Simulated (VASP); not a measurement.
Sc:

```
Sc
1.0
    -1.84000    1.84000    1.84000
     1.84000   -1.84000    1.84000
     1.84000    1.84000   -1.84000
Sc
1
Direct
  0.00000 0.00000 0.00000
```

This isn't the form of Sc at room conditions, which is hcp.

- Program: VASP 6.6.1
- Task: relaxation of cell and atoms
- Functional: PBEsol
- Potentials or basis: VASP PAW PBE potentials, release 64 (Sc_sv)
- Cutoff: 500 eV
- k mesh: 7 × 7 × 7
- Occupations: fermi-dirac, width 0.05 eV
- Spin: no spin polarisation

At the start: pressure -2.3 GPa; volume 24.92 Å³/atom.

Task: Where does the relaxation end?

Result: Over 3 steps the energy falls by 7.9 meV/atom and the volume is 23.85 Å³/atom (-4.3 %); space group Im-3m (No. 229, to 0.1 Å) before and after.

Step by step:
| step | energy change (eV) | largest force (eV/Å) | pressure (GPa) | volume (Å³) |
| --- | --- | --- | --- | --- |
| 1 | 0.0000 | 0.0000 | -2.30 | 24.92 |
| 2 | -0.0076 | 0.0000 | 0.47 | 23.65 |
| 3 | -0.0079 | 0.0000 | 0.00 | 23.85 |

Final structure:
```yaml
crystal:
  lattice:
    - [-1.81321, 1.81321, 1.81321]
    - [1.81321, -1.81321, 1.81321]
    - [1.81321, 1.81321, -1.81321]
  atoms:
    - { symbol: Sc, position: [0.00000, 0.00000, 0.00000] }
```

Caveat: the PAW data sets were made with another functional, which shifts forces and pressure a little.
